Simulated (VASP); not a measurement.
# Ti (Fm-3m) in VASP: notebook

Ti is run at these levels: LDA; tasks: single point.

All numbers are computed with VASP 6.6.1; they aren't measurements. Logs are shortened: lines on timing, memory, paths and dates and some standing lists are left out, and cuts for length are marked.

## (1) The cell of the first run

The structure is cubic, space group Fm-3m (No. 225). The conventional cell has a = 3.919 Å, b = 3.919 Å, c = 3.919 Å, α = 90.00°, β = 90.00°, γ = 90.00°. Within 3.7 Å of Ti (site symmetry m-3m) lie 12 Ti at 2.77 Å.

This isn't the form of Ti at room conditions, which is hcp.

## (2) Single point, LDA, collinear spin (15.05 Å³/atom)

File INCAR:

```
SYSTEM = Ti
PREC     = Accurate       ! precision mode
ENCUT    = 520            ! plane-wave cutoff, eV
EDIFF    = 1E-6           ! SCF threshold, eV
ISMEAR   = 0              ! smearing method
SIGMA    = 0.15           ! smearing width, eV
LREAL    = .False.        ! projectors in reciprocal space
LASPH    = .True.         ! aspherical terms in the spheres
NELM     = 150            ! most SCF steps
ALGO     = Normal         ! electronic algorithm
ISIF     = 2              ! what is computed and relaxed
LWAVE    = .False.        ! write WAVECAR
LCHARG   = .False.        ! write CHGCAR
ISPIN    = 2              ! spin polarisation
MAGMOM   = 0.5            ! initial moments
LORBIT   = 11             ! projections on sites
NUPDOWN  = 0.5            ! fixed moment
LMAXMIX  = 4              ! l up to which the mixer works
GGA      = CA             ! functional
NBANDS   = 16             ! bands
```

File KPOINTS:

```
regular mesh
0
Gamma
  22 22 22
  0 0 0
```

File POSCAR:

```
Ti
1.0
    0.0000000000      1.9596931354      1.9596931354
    1.9596931354      0.0000000000      1.9596931354
    1.9596931354      1.9596931354      0.0000000000
Ti
1
Direct
    0.0000000000      0.0000000000      0.0000000000
```

Potentials or basis: VASP PAW LDA potentials, release 64 (Ti_sv).

The run is started by

```sh
> cat potpaw_LDA.64/Ti_sv/POTCAR > POTCAR
> mpirun -np 1 vasp_std > vasp.out
```

OUTCAR:

```text
SYSTEM = Ti
   PREC = Accurate
   ENCUT = 520
   EDIFF = 1E-6
   ISMEAR = 0
   LREAL = .False.
   LASPH = .True.
   NELM = 150
   ISIF = 2
   ISPIN = 2
   LORBIT = 11
   NUPDOWN = 0.5
   GGA = CA

 ion  position               nearest neighbor table
   1  0.000  0.000  0.000-

  LATTYP: Found a face centered cubic cell.
 ALAT       =     3.9193862708

  Lattice vectors:

 A1 = (   0.0000000000,   1.9596931354,   1.9596931354)
 A2 = (   1.9596931354,   0.0000000000,   1.9596931354)
 A3 = (   1.9596931354,   1.9596931354,   0.0000000000)

Analysis of symmetry for initial positions (statically):
=====================================================================
 Subroutine PRICEL returns:
 Original cell was already a primitive cell.

 Routine SETGRP: Setting up the symmetry group for a
 face centered cubic supercell.

 Subroutine GETGRP returns: Found 48 space group operations
 (whereof 48 operations were pure point group operations)
 out of a pool of 48 trial point group operations.

The static configuration has the point symmetry O_h .

Analysis of symmetry for dynamics (positions and initial velocities):
=====================================================================
 Subroutine PRICEL returns:
 Original cell was already a primitive cell.

 Routine SETGRP: Setting up the symmetry group for a
 face centered cubic supercell.

 Subroutine GETGRP returns: Found 48 space group operations
 (whereof 48 operations were pure point group operations)
 out of a pool of 48 trial point group operations.

The dynamic configuration has the point symmetry O_h .

Analysis of structural, dynamic, and magnetic symmetry:
=====================================================================
 Subroutine PRICEL returns:
 Original cell was already a primitive cell.

 Routine SETGRP: Setting up the symmetry group for a
 face centered cubic supercell.

 Subroutine GETGRP returns: Found 48 space group operations
 (whereof 48 operations were pure point group operations)
 out of a pool of 48 trial point group operations.

The overall configuration has the point symmetry O_h .

 Subroutine INISYM returns: Found 48 space group operations
 (whereof 48 operations are pure point group operations),
 and found     1 'primitive' translations

----------------------------------------------------------------------------------------

                                     Primitive cell

  volume of cell :      15.0520

  direct lattice vectors                    reciprocal lattice vectors
     0.000000000  1.959693135  1.959693135    -0.255141987  0.255141987  0.255141987
     1.959693135  0.000000000  1.959693135     0.255141987 -0.255141987  0.255141987
     1.959693135  1.959693135  0.000000000     0.255141987  0.255141987 -0.255141987

  length of vectors
     2.771424610  2.771424610  2.771424610     0.441918884  0.441918884  0.441918884

  position of ions in fractional coordinates (direct lattice)
     0.000000000  0.000000000  0.000000000

  ion indices of the primitive-cell ions
   primitive index   ion index
                 1           1

----------------------------------------------------------------------------------------

 KPOINTS: regular mesh

Automatic generation of k-mesh.
 Grid dimensions read from file:
 generate k-points for:   22   22   22

 Generating k-lattice:

  Cartesian coordinates                     Fractional coordinates (reciprocal lattice)
    -0.011597363  0.011597363  0.011597363     0.045454545  0.000000000  0.000000000
     0.011597363 -0.011597363  0.011597363     0.000000000  0.045454545  0.000000000
     0.011597363  0.011597363 -0.011597363     0.000000000  0.000000000  0.045454545

  Length of vectors
     0.020087222  0.020087222  0.020087222

  Shift w.r.t. Gamma in fractional coordinates (k-lattice)
     0.000000000  0.000000000  0.000000000

 Subroutine IBZKPT returns following result:
 ===========================================

 Found    328 irreducible k-points:

 Following reciprocal coordinates:
            Coordinates               Weight
  0.000000  0.000000  0.000000      1.000000
  0.045455  0.000000  0.000000      8.000000
  0.090909  0.000000  0.000000      8.000000
  0.136364  0.000000  0.000000      8.000000
  0.181818  0.000000  0.000000      8.000000
  0.227273  0.000000  0.000000      8.000000
[... 16 lines left out ...]
  0.500000  0.045455  0.000000     24.000000
 -0.454545  0.045455  0.000000     24.000000
 [... further k-points ...]
   k-points           NKPTS =    328   k-points in BZ     NKDIM =    328   number of bands    NBANDS=     16
   number of dos      NEDOS =    301   number of ions     NIONS =      1
   total plane-waves  NPLWV =  13824
   dimension x,y,z NGX =    24 NGY =   24 NGZ =   24
   dimension x,y,z NGXF=    48 NGYF=   48 NGZF=   48
   ions per type =               1
   NGX,Y,Z   is equivalent  to a cutoff of  14.40, 14.40, 14.40 a.u.
   NGXF,Y,Z  is equivalent  to a cutoff of  28.79, 28.79, 28.79 a.u.
 SYSTEM =  Ti
   PREC   = accura    normal or accurate (medium, high low for compatibility)
   ISTART =      0    job   : 0-new  1-cont  2-samecut
   ICHARG =      2    charge: 1-file 2-atom 10-const
   ISPIN  =      2    spin polarized calculation?
   LNONCOLLINEAR =      F non collinear calculations
   LSORBIT =      F    spin-orbit coupling
   LASPH  =      T    aspherical Exc in radial PAW
   ENCUT  =  520.0 eV  38.22 Ry    6.18 a.u.   5.15  5.15  5.15*2*pi/ulx,y,z
   NELM   =    150;   NELMIN=  2; NELMDL= -5     # of ELM steps
   EDIFF  = 0.1E-05   stopping-criterion for ELM
   LREAL  =      F    real-space projection
   EDIFFG = 0.1E-04   stopping-criterion for IOM
   NSW    =      0    number of steps for IOM
   IBRION =     -1    ionic relax: 0-MD 1-quasi-New 2-CG
   NFREE  =      0    steps in history (QN), initial steepest desc. (CG)
   ISIF   =      2    stress and relaxation
   ISYM   =      2    0-nonsym 1-usesym 2-fastsym
   POTIM  = 0.5000    time-step for ionic-motion
   TEBEG  =    0.0;   TEEND  =   0.0 temperature during run
   PSTRESS=    0.0 pullay stress
   NELECT =      12.0000    total number of electrons
   NUPDOWN=       0.5000    fix difference up-down
   EMIN   =  10.00;   EMAX   =-10.00  energy-range for DOS
   EFERMI =   0.00;   METHOD = LEGACY
   ISMEAR =     0;   SIGMA  =   0.15  broadening in eV -4-tet -1-fermi 0-gaus
   EFERMI_NEDOS =   21; number of points for ismear=-14 and -15
   IALGO  =     38    algorithm
   IMIX   =      4    mixing-type and parameters
     AMIX     =   0.40;   BMIX     =  1.00
     AMIX_MAG =   1.60;   BMIX_MAG =  1.00
  volume/ion in A,a.u.               =      15.05       101.58
  Fermi-wavevector in a.u.,A,eV,Ry     =   1.517996  2.868596 31.352049  2.304311
  Thomas-Fermi vector in A             =   2.627176
   LORBIT       =     11    0 simple, 1 ext, 2 COOP (PROOUT), +10 PAW based schemes
   GGA     = CA    functional components
   LHFCALC =     F    Hartree Fock is set to
   AEXX    =    0.0000 exact exchange contribution
   IVDW    =     0    specifies the selected vdW correction
   LEPSILON=     F    determine dielectric tensor
   LRPA    =     F    only Hartree local field effects (RPA)
 spin polarized calculation
 Gauss-broadening in eV      SIGMA  =   0.15
  energy-cutoff  :      520.00
  volume of cell :       15.05
 maximum number of plane-waves:       419
 NGX is ok and might be reduce to    24
   NGX = 11   NGY = 11   NGZ = 11

 number of electron      12.0000001 magnetization       0.5000000

 Free energy of the ion-electron system (eV)
  ---------------------------------------------------
  ext. energy  EPLUGINS =         0.00000000
  ---------------------------------------------------
  free energy    TOTEN  =        -8.43967926 eV

  energy without entropy =       -8.42329536  energy(sigma->0) =       -8.43148731

 E-fermi :   9.4166     XC(G=0): -12.4809

 val. band max:        9.7733293921   @ k =  -0.3636   0.1818   0.0000
 cond. band min:       9.4208969438   @ k =  -0.2273   0.3182   0.1364
 fundamental gap:     -0.3524324483
 Fermi energy:         9.7793188590

 spin component 1

 k-point     1 :       0.0000    0.0000    0.0000
  band No.  band energies     occupation
      1     -46.3505      1.00000
      2     -22.3603      1.00000
      3     -22.3603      1.00000
      4     -22.3603      1.00000
      5       3.1210      1.00000
      6      10.3567      0.00000
[... 8 lines left out ...]
     15      34.9692      0.00000
     16      36.9023      0.00000
[... 419 lines left out ...]
 k-point    24 :      -0.4545    0.0455    0.0000
  band No.  band energies     occupation
      1     -46.1215      1.00000
      2     -23.4339      1.00000
      3     -22.5126      1.00000
      4     -22.4955      1.00000
      5       6.5521      1.00000
      6      10.0702      0.00305
[... 8 lines left out ...]
     15      34.3033      0.00000
     16      34.4365      0.00000

 [... further k-points ...]

 spin component 2

 k-point     1 :       0.0000    0.0000    0.0000
  band No.  band energies     occupation
      1     -46.0587      1.00000
      2     -22.0695      1.00000
      3     -22.0695      1.00000
      4     -22.0695      1.00000
      5       3.4479      1.00000
      6      10.6884      0.00000
[... 8 lines left out ...]
     15      35.2533      0.00000
     16      37.2449      0.00000
[... 419 lines left out ...]
 k-point    24 :      -0.4545    0.0455    0.0000
  band No.  band energies     occupation
      1     -45.8303      1.00000
      2     -23.1400      1.00000
      3     -22.2212      1.00000
      4     -22.2042      1.00000
      5       6.8978      1.00000
      6      10.3590      0.00000
[... 8 lines left out ...]
     15      34.6043      0.00000
     16      34.7395      0.00000

 [... further k-points ...]

------------------------ aborting loop because EDIFF is reached ----------------------------------------

  FORCE on cell =-STRESS in cart. coord.  units (eV):
  Direction    XX          YY          ZZ          XY          YZ          ZX
  --------------------------------------------------------------------------------------
  -------------------------------------------------------------------------------------
  Total        0.8813320      0.8813320      0.8813320     -0.0000000      0.0000000      0.0000000
  in kB       93.8114646     93.8114646     93.8114646     -0.0000000      0.0000000      0.0000000
  external PRESSURE =      93.8114646 kB  Pullay stress =       0.0000000 kB

 VOLUME and BASIS-vectors are now :
 -----------------------------------------------------------------------------
  energy-cutoff  :      520.00
  volume of cell :       15.05
      direct lattice vectors                 reciprocal lattice vectors
     0.000000000  1.959693135  1.959693135    -0.255141987  0.255141987  0.255141987
     1.959693135  0.000000000  1.959693135     0.255141987 -0.255141987  0.255141987
     1.959693135  1.959693135  0.000000000     0.255141987  0.255141987 -0.255141987

 POSITION                                       TOTAL-FORCE (eV/Angst)
 -----------------------------------------------------------------------------------
      0.00000      0.00000      0.00000         0.000000      0.000000      0.000000
 -----------------------------------------------------------------------------------
    total drift:                               -0.000000      0.000000     -0.000000

  FREE ENERGIE OF THE ION-ELECTRON SYSTEM (eV)
  ---------------------------------------------------
  free  energy   TOTEN  =        -8.4396792649 eV

  energy  without entropy=       -8.4232953607  energy(sigma->0) =       -8.43148731

 total charge

# of ion       s       p       d       tot
------------------------------------------
    1        2.281   6.140   2.053  10.474

 magnetization (x)

# of ion       s       p       d       tot
------------------------------------------
    1        0.005   0.040   0.318   0.363
```

It took 1.8 min on 1 thread of Intel Xeon 8259CL, shared host; peak memory 0.23 GiB.

What came out:

```
Free energy                                           : -8.4397 eV
Pressure                                              : 9.4 GPa
Net moment                                            : 0.50 μB per cell
Site moments                                          : Ti +0.36 μB
Valence electrons inside the program's atomic spheres : Ti 10.47
```

Caveat: the cell stands under pressure; the total moment is fixed, so each spin has its own Fermi level and the state may be an excited one.

[end of part 1 of 2]
